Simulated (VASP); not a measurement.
Crystal: As.

```xyz
3
Lattice="1.6024 0.9252 7.7445 -1.6024 0.9252 7.7445 0.0000 -1.8503 7.7445" Properties=species:S:1:pos:R:3 pbc="T T T"
As    0.0000    0.0000    0.0000
As    0.0000    0.0000    5.1630
As    0.0000    0.0000   18.0706
```

```yaml
Program: VASP 6.6.1
Task: relaxation of cell and atoms
Functional: PBE
Potentials_or_basis: VASP PAW PBE potentials, release 64 (As)
Cutoff: 600 eV
k_mesh: 6 × 6 × 6
Occupations: gaussian, width 0.1 eV
Spin: no spin polarisation
```

At the start: pressure -10.1 GPa; volume 22.96 Å³/atom.

**Question.** Where does the relaxation end?

**Answer.** Over 9 steps the energy falls by 161.1 meV/atom and the volume is 19.15 Å³/atom (-16.6 %); space group R-3m (No. 166, to 0.1 Å) before and after.

The path:
| step | energy change (eV) | largest force (eV/Å) | pressure (GPa) | volume (Å³) |
| --- | --- | --- | --- | --- |
| 1 | 0.0000 | 0.1666 | -10.12 | 68.89 |
| 2 | -0.4437 | 0.1598 | 3.12 | 55.40 |
| 3 | -0.4576 | 0.1590 | 0.42 | 57.06 |
| 4 | -0.4768 | 0.1571 | 0.74 | 56.89 |
| 5 | -0.4769 | 0.1574 | 0.72 | 56.90 |
| 6 | -0.4800 | 0.1248 | -0.26 | 57.57 |
| 7 | -0.4800 | 0.1192 | -0.44 | 57.69 |
| 8 | -0.4822 | 0.0723 | -0.28 | 57.59 |
| 9 | -0.4832 | 0.0032 | -0.05 | 57.46 |

Final structure:
```
CELL_PARAMETERS angstrom
1.48521 0.85749 7.51912
-1.48521 0.85749 7.51912
0.00000 -1.71497 7.51912
ATOMIC_POSITIONS crystal
As 0.00000 0.00000 0.00000
As 0.22018 0.22018 0.22018
As 0.77982 0.77982 0.77982
```

Caveat: the k points lie up to 0.41 Å⁻¹ apart in the final cell, too coarse for converged energies and pressures of a metal; the volume moved by over 15 % at a fixed basis, so the end points are rough.
